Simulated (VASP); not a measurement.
# Au (Fm-3m) in VASP: a series of runs

Au is run at these levels: PBEsol; tasks: single point.

All numbers are computed with VASP 6.6.1; they aren't measurements. Logs are shortened: lines on timing, memory, paths and dates and some standing lists are left out, and cuts for length are marked.

## Step 1: The cell of the first run

The structure is cubic, space group Fm-3m (No. 225). Conventional cell: a = 3.764 Å, b = 3.764 Å, c = 3.764 Å, α = 90.00°, β = 90.00°, γ = 90.00°. Within 3.5 Å of Au (site symmetry m-3m) lie 12 Au at 2.66 Å.

## Step 2: Single point, PBEsol (strain -0.080 along x and y, -0.080 along z)

INCAR

```
SYSTEM = Au
ALGO = Fast ; EDIFF = 1E-6
ENCUT = 520 ; GGA = PS
ISIF = 2 ; ISMEAR = 0
LASPH = .TRUE. ; LCHARG = .FALSE.
LREAL = .FALSE. ; LWAVE = .FALSE.
NBANDS = 12 ; NELM = 80
PREC = Accurate ; SIGMA = 0.15
```

KPOINTS

```
k-points
0
G
  20 20 20
  0 0 0
```

POSCAR

```
Au
1.0
    0.0000000000      1.8818600000      1.8818600000
    1.8818600000      0.0000000000      1.8818600000
    1.8818600000      1.8818600000      0.0000000000
Au
1
Direct
    0.0000000000      0.0000000000      0.0000000000
```

Potentials or basis: VASP PAW PBE potentials, release 64 (Au).

Run with:

```
$ cat potpaw_PBE.64/Au/POTCAR > POTCAR
$ mpirun -np 1 vasp_std > vasp.out
```

OUTCAR:

```text
SYSTEM = Au
   EDIFF = 1E-6
   ENCUT = 520
   GGA = PS
   ISIF = 2
   ISMEAR = 0
   LASPH = .TRUE.
   LREAL = .FALSE.
   NELM = 80
   PREC = Accurate

 ion  position               nearest neighbor table
   1  0.000  0.000  0.000-

  LATTYP: Found a face centered cubic cell.
 ALAT       =     3.7637200000

  Lattice vectors:

 A1 = (   0.0000000000,   1.8818600000,   1.8818600000)
 A2 = (   1.8818600000,   0.0000000000,   1.8818600000)
 A3 = (   1.8818600000,   1.8818600000,   0.0000000000)

Analysis of symmetry for initial positions (statically):
=====================================================================
 Subroutine PRICEL returns:
 Original cell was already a primitive cell.

 Routine SETGRP: Setting up the symmetry group for a
 face centered cubic supercell.

 Subroutine GETGRP returns: Found 48 space group operations
 (whereof 48 operations were pure point group operations)
 out of a pool of 48 trial point group operations.

The static configuration has the point symmetry O_h .

Analysis of symmetry for dynamics (positions and initial velocities):
=====================================================================
 Subroutine PRICEL returns:
 Original cell was already a primitive cell.

 Routine SETGRP: Setting up the symmetry group for a
 face centered cubic supercell.

 Subroutine GETGRP returns: Found 48 space group operations
 (whereof 48 operations were pure point group operations)
 out of a pool of 48 trial point group operations.

The dynamic configuration has the point symmetry O_h .

 Subroutine INISYM returns: Found 48 space group operations
 (whereof 48 operations are pure point group operations),
 and found     1 'primitive' translations

----------------------------------------------------------------------------------------

                                     Primitive cell

  volume of cell :      13.3288

  direct lattice vectors                    reciprocal lattice vectors
     0.000000000  1.881860000  1.881860000    -0.265694579  0.265694579  0.265694579
     1.881860000  0.000000000  1.881860000     0.265694579 -0.265694579  0.265694579
     1.881860000  1.881860000  0.000000000     0.265694579  0.265694579 -0.265694579

  length of vectors
     2.661351934  2.661351934  2.661351934     0.460196510  0.460196510  0.460196510

  position of ions in fractional coordinates (direct lattice)
     0.000000000  0.000000000  0.000000000

  ion indices of the primitive-cell ions
   primitive index   ion index
                 1           1
[... 80 lines left out ...]
   POTIM  = 0.5000    time-step for ionic-motion
   TEBEG  =    0.0;   TEEND  =   0.0 temperature during run
   PSTRESS=    0.0 pullay stress
   NELECT =      11.0000    total number of electrons
   NUPDOWN=      -1.0000    fix difference up-down
   EMIN   =  10.00;   EMAX   =-10.00  energy-range for DOS
   EFERMI =   0.00;   METHOD = LEGACY
   ISMEAR =     0;   SIGMA  =   0.15  broadening in eV -4-tet -1-fermi 0-gaus
   EFERMI_NEDOS =   21; number of points for ismear=-14 and -15
   IALGO  =     68    algorithm
   IMIX   =      4    mixing-type and parameters
     AMIX     =   0.40;   BMIX     =  1.00
     AMIX_MAG =   1.60;   BMIX_MAG =  1.00
  volume/ion in A,a.u.               =      13.33        89.95
  Fermi-wavevector in a.u.,A,eV,Ry     =   1.535589  2.901843 32.083008  2.358035
  Thomas-Fermi vector in A             =   2.642357
   LORBIT       =      0    0 simple, 1 ext, 2 COOP (PROOUT), +10 PAW based schemes
   GGA     = PS    functional components
   LHFCALC =     F    Hartree Fock is set to
   AEXX    =    0.0000 exact exchange contribution
   IVDW    =     0    specifies the selected vdW correction
   LEPSILON=     F    determine dielectric tensor
   LRPA    =     F    only Hartree local field effects (RPA)
 non-spin polarized calculation
 RMM-DIIS sequential band-by-band and
 Gauss-broadening in eV      SIGMA  =   0.15
  energy-cutoff  :      520.00
  volume of cell :       13.33
 maximum number of plane-waves:       370
   NGX =  9   NGY =  9   NGZ =  9

 number of electron      11.0000002 magnetization

 Free energy of the ion-electron system (eV)
  ---------------------------------------------------
  ext. energy  EPLUGINS =         0.00000000
  ---------------------------------------------------
  free energy    TOTEN  =        -3.17860206 eV

  energy without entropy =       -3.17566867  energy(sigma->0) =       -3.17713536

 E-fermi :  14.1742     XC(G=0): -14.3804

 val. band max:       14.1321258124   @ k =  -0.2000   0.3000   0.1000
 cond. band min:      14.2068604504   @ k =   0.5000   0.3000   0.1500
 fundamental gap:      0.0747346380
 Fermi energy:        14.1742271180

 k-point     1 :       0.0000    0.0000    0.0000
  band No.  band energies     occupation
      1       1.1442      2.00000
      2       7.7196      2.00000
      3       7.7196      2.00000
      4       7.7196      2.00000
      5      10.0607      2.00000
      6      10.0607      2.00000
      7      27.7991      0.00000
      8      33.2478      0.00000
      9      33.2478      0.00000
     10      33.2478      0.00000
     11      39.0000      0.00000
     12      47.1889      0.00000
[... 331 lines left out ...]
 k-point    24 :      -0.3500    0.0500    0.0000
  band No.  band energies     occupation
      1       4.0994      2.00000
      2       7.7924      2.00000
      3       7.8856      2.00000
      4       9.0011      2.00000
      5      11.0038      2.00000
      6      11.7566      2.00000
      7      22.1902      0.00000
      8      28.3403      0.00000
      9      33.4607      0.00000
     10      35.1609      0.00000
     11      39.5826      0.00000
     12      41.3968      0.00000

 [... further k-points ...]

------------------------ aborting loop because EDIFF is reached ----------------------------------------

  FORCE on cell =-STRESS in cart. coord.  units (eV):
  Direction    XX          YY          ZZ          XY          YZ          ZX
  --------------------------------------------------------------------------------------
  -------------------------------------------------------------------------------------
  Total        7.0676055      7.0676055      7.0676055      0.0000000     -0.0000000      0.0000000
  in kB      849.5539299    849.5539299    849.5539299      0.0000000     -0.0000000      0.0000000
  external PRESSURE =     849.5539299 kB  Pullay stress =       0.0000000 kB

 VOLUME and BASIS-vectors are now :
 -----------------------------------------------------------------------------
  energy-cutoff  :      520.00
  volume of cell :       13.33
      direct lattice vectors                 reciprocal lattice vectors
     0.000000000  1.881860000  1.881860000    -0.265694579  0.265694579  0.265694579
     1.881860000  0.000000000  1.881860000     0.265694579 -0.265694579  0.265694579
     1.881860000  1.881860000  0.000000000     0.265694579  0.265694579 -0.265694579

 POSITION                                       TOTAL-FORCE (eV/Angst)
 -----------------------------------------------------------------------------------
      0.00000      0.00000      0.00000         0.000000      0.000000      0.000000
 -----------------------------------------------------------------------------------
    total drift:                                0.000000      0.000000      0.000000

  FREE ENERGIE OF THE ION-ELECTRON SYSTEM (eV)
  ---------------------------------------------------
  free  energy   TOTEN  =        -3.1786020605 eV

  energy  without entropy=       -3.1756686680  energy(sigma->0) =       -3.17713536
```

Wall time 17 s (1 thread of Intel Xeon 6975P-C (Granite Rapids), shared host); peak memory 0.15 GiB.

What came out:

```
Free energy : -3.1786 eV
Pressure    : 85.0 GPa
```

Caveat: the cell differs from its parent crystal (strain -0.080 along x and y, -0.080 along z); the PAW data sets were made with another functional, which shifts forces and pressure a little; spin-orbit coupling is left out, which moves the levels of the heavy elements.

## Step 3: Single point, PBEsol (strain -0.040 along x and y, -0.040 along z)

INCAR

```
PREC = Accurate
ENCUT = 520
EDIFF = 1E-7
ISMEAR = 0
SIGMA = 0.15
LREAL = F
LASPH = T
NELM = 60
ALGO = Normal
ISIF = 2
LWAVE = F
LCHARG = F
GGA = PS
NBANDS = 12
```

KPOINTS

```
Automatic mesh
0
Gamma
  20 20 20
```

POSCAR

```
Au
1.0
    0.0000000000      1.9636800000      1.9636800000
    1.9636800000      0.0000000000      1.9636800000
    1.9636800000      1.9636800000      0.0000000000
Au
1
Direct
    0.0000000000      0.0000000000      0.0000000000
```

Potentials or basis: VASP PAW PBE potentials, release 64 (Au).

Run with:

```
$ cat potpaw_PBE.64/Au/POTCAR > POTCAR
$ mpirun -np 1 vasp_std > vasp.out
```

OUTCAR:

```text
PREC = Accurate
   ENCUT = 520
   EDIFF = 1E-7
   ISMEAR = 0
   LREAL = F
   LASPH = T
   NELM = 60
   ISIF = 2
   GGA = PS

 ion  position               nearest neighbor table
   1  0.000  0.000  0.000-

  LATTYP: Found a face centered cubic cell.
 ALAT       =     3.9273600000

  Lattice vectors:

 A1 = (   0.0000000000,   1.9636800000,   1.9636800000)
 A2 = (   1.9636800000,   0.0000000000,   1.9636800000)
 A3 = (   1.9636800000,   1.9636800000,   0.0000000000)
[... 538 lines left out ...]
     11      35.7489      0.00000
     12      37.0298      0.00000

 [... further k-points ...]

------------------------ aborting loop because EDIFF is reached ----------------------------------------

  FORCE on cell =-STRESS in cart. coord.  units (eV):
  Direction    XX          YY          ZZ          XY          YZ          ZX
  --------------------------------------------------------------------------------------
  -------------------------------------------------------------------------------------
  Total        2.6500468      2.6500468      2.6500468     -0.0000000      0.0000000     -0.0000000
  in kB      280.3638282    280.3638282    280.3638282     -0.0000000      0.0000000     -0.0000000
  external PRESSURE =     280.3638282 kB  Pullay stress =       0.0000000 kB

 VOLUME and BASIS-vectors are now :
 -----------------------------------------------------------------------------
  energy-cutoff  :      520.00
  volume of cell :       15.14
      direct lattice vectors                 reciprocal lattice vectors
     0.000000000  1.963680000  1.963680000    -0.254623971  0.254623971  0.254623971
     1.963680000  0.000000000  1.963680000     0.254623971 -0.254623971  0.254623971
     1.963680000  1.963680000  0.000000000     0.254623971  0.254623971 -0.254623971

 POSITION                                       TOTAL-FORCE (eV/Angst)
 -----------------------------------------------------------------------------------
      0.00000      0.00000      0.00000        -0.000000     -0.000000      0.000000
 -----------------------------------------------------------------------------------
    total drift:                               -0.000000      0.000000     -0.000000

  FREE ENERGIE OF THE ION-ELECTRON SYSTEM (eV)
  ---------------------------------------------------
  free  energy   TOTEN  =        -3.7819663956 eV

  energy  without entropy=       -3.7787481584  energy(sigma->0) =       -3.78035728
```

OSZICAR:

```text
N       E                     dE             d eps       ncg     rms          rms(c)
DAV:   1     0.503578457071E+02    0.50358E+02   -0.56962E+03  6328   0.831E+02
DAV:   2    -0.339067416238E+01   -0.53749E+02   -0.50806E+02  7280   0.193E+02
DAV:   3    -0.411130763577E+01   -0.72063E+00   -0.72003E+00  7376   0.214E+01
DAV:   4    -0.411354306290E+01   -0.22354E-02   -0.22353E-02  7380   0.137E+00
DAV:   5    -0.411355724811E+01   -0.14185E-04   -0.14185E-04  7616   0.103E-01    0.139E+01
DAV:   6    -0.381938343565E+01    0.29417E+00   -0.66148E-01  6684   0.681E+00    0.823E+00
DAV:   7    -0.378571544146E+01    0.33668E-01   -0.11259E-01  7232   0.277E+00    0.306E+00
DAV:   8    -0.378197967724E+01    0.37358E-02   -0.52151E-03  6768   0.680E-01    0.348E-01
DAV:   9    -0.378196340323E+01    0.16274E-04   -0.23370E-05  7540   0.455E-02    0.995E-03
DAV:  10    -0.378196630499E+01   -0.29018E-05   -0.12887E-06  7444   0.790E-03    0.300E-03
DAV:  11    -0.378196639555E+01   -0.90564E-07   -0.51786E-08  5512   0.200E-03
   1 F= -.37819664E+01 E0= -.37803573E+01  d E =-.321824E-02
```

stdout:

```text
POSCAR found type information on POSCAR Au
 POSCAR found :  1 types and       1 ions
 scaLAPACK will be used
 -----------------------------------------------------------------------------
|                                                                             |
|                                                                             |
|     You enforced a specific xc type in the INCAR file but a different       |
|     I HOPE YOU KNOW WHAT YOU ARE DOING!                                     |
|                                                                             |
 -----------------------------------------------------------------------------

 LDA part: xc-table for (Slater+PW92), standard interpolation
 POSCAR, INCAR and KPOINTS ok, starting setup
 FFT: planning ... GRIDC
 FFT: planning ... GRID_SOFT
 FFT: planning ... GRID
 WAVECAR not read
 entering main loop
```

Wall time 14 s (1 thread of Intel Xeon 6975P-C (Granite Rapids), shared host); peak memory 0.17 GiB.

Results:

```
Free energy : -3.7820 eV
Pressure    : 28.0 GPa
```

Levels at points of the mesh, in eV from the Fermi level:
```tsv
k point	band 3	band 4	band 5	band 6	band 7	band 8	band 9	band 10
(0.00, 0.00, 0.00)	-5.40	-5.40	-3.52	-3.52	14.24	18.92	18.92	18.92
(0.50, 0.00, 0.00)	-5.46	-2.04	-2.04	-1.63	3.72	13.71	17.93	17.93
(0.50, 0.50, 0.00)	-2.09	-1.64	-1.64	0.59	6.76	10.25	10.25	18.48
```

Caveat: the cell differs from its parent crystal (strain -0.040 along x and y, -0.040 along z); the PAW data sets were made with another functional, which shifts forces and pressure a little; spin-orbit coupling is left out, which moves the levels of the heavy elements.

[end of part 1 of 2]
